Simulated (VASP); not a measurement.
Write the native input for VASP 6.6.1 that does the following.

| Item | Value |
| --- | --- |
| Task | single point |
| Functional | r2SCAN |
| Potentials or basis | VASP PAW PBE potentials, release 64 (H, Cl) |
| Cutoff | 520 eV |
| k mesh | 6 × 6 × 6 |
| Occupations | gaussian, width 0.01 eV |
| Spin | no spin polarisation |
| Dipole correction | no |
| Further INCAR settings | ALGO = Normal; EDIFF = 1e-06; NBANDS = 11 |

HCl:

```xyz
2
Lattice="0.0000 3.4082 3.4083 1.5304 0.0000 3.4083 1.5304 3.4082 0.0000" Properties=species:S:1:pos:R:3 pbc="T T T"
H     0.0000    0.0000    0.0000
Cl    1.5304    3.4082    3.4083
```

The input as run:

POSCAR

```
HCl
1.0
    0.0000000000      3.4081898358      3.4083410983
    1.5304107753      0.0000000000      3.4083410983
    1.5304107753      3.4081898358      0.0000000000
H Cl
1 1
Direct
    0.0000000000      0.0000000000      0.0000000000
    0.5000000000      0.5000000000      0.5000000000
```

INCAR.step1

```
ALGO = Normal
EDIFF = 1E-4
ENCUT = 520
GGA = PE
ISMEAR = 0
LASPH = T
LCHARG = F
LREAL = F
LWAVE = T
NBANDS = 11
NELM = 60
PREC = Accurate
SIGMA = 0.01
```

INCAR.step2

```
ALGO = Normal
EDIFF = 1E-6
ENCUT = 520
ISIF = 2
ISMEAR = 0
ISTART = 1
LASPH = T
LCHARG = F
LMIXTAU = T
LREAL = F
LWAVE = F
METAGGA = R2SCAN
NBANDS = 11
NELM = 60
PREC = Accurate
SIGMA = 0.01
```

KPOINTS

```
k-points
0
Gamma
  6 6 6
```

Potentials or basis: VASP PAW PBE potentials, release 64 (H, Cl).

Run with:

```bash
$ cat potpaw_PBE.64/H/POTCAR potpaw_PBE.64/Cl/POTCAR > POTCAR
$ cp INCAR.step1 INCAR
$ mpirun -np 1 vasp_std > vasp.out
$ cp INCAR.step2 INCAR
$ mpirun -np 1 vasp_std > vasp.out
```

Results of the run:

| Quantity | Value |
| --- | --- |
| Pressure | 0.4 GPa |
| Band gap on the k mesh | 2.98 eV, indirect (least direct gap 3.33 eV) |

Caveat: the PAW data sets were made with another functional, which shifts forces and pressure a little.

Wall time 41 s on 1 thread of Intel(R) Xeon(R) Platinum 8559C (Emerald Rapids) (shared host), peak memory 0.17 GiB.
